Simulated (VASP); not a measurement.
A run of VASP 6.6.1 is set up as follows.

The input INCAR:

```
PREC     = Accurate       # precision mode
ENCUT    = 520            # plane-wave cutoff, eV
EDIFF    = 1E-6           # SCF threshold, eV
ISMEAR   = 0              # smearing method
SIGMA    = 0.1            # smearing width, eV
LREAL    = F              # projectors in reciprocal space
LASPH    = T              # aspherical terms in the spheres
NELM     = 150            # most SCF steps
ALGO     = Normal         # electronic algorithm
ISIF     = 2              # what is computed and relaxed
LWAVE    = F              # write WAVECAR
LCHARG   = F              # write CHGCAR
ISPIN    = 2              # spin polarisation
MAGMOM   = 0 1.46         # initial moments
LORBIT   = 11             # projections on sites
LMAXMIX  = 4              # l up to which the mixer works
GGA      = PE             # functional
NBANDS   = 21             # bands
```

The input KPOINTS:

```
Automatic mesh
0
Gamma
  16 16 16
```

File POSCAR:

```
NaNb
1.0
    0.0000000000      2.8634516127      2.8634516127
    2.8634516127      0.0000000000      2.8634516127
    2.8634516127      2.8634516127      0.0000000000
Na Nb
1 1
Direct
    0.0000000000      0.0000000000      0.0000000000
    0.5000000000      0.5000000000      0.5000000000
```

Potentials or basis: VASP PAW PBE potentials, release 64 (Na_pv, Nb_sv).

The run is started by

```sh
$ cat potpaw_PBE.64/Na_pv/POTCAR potpaw_PBE.64/Nb_sv/POTCAR > POTCAR
$ mpirun -np 1 vasp_std > vasp.out
```

(1) Predict the net moment.

(2) What does it give for the pressure?

## Answers

(1) 0.00 μB per cell.

(2) -2.4 GPa.
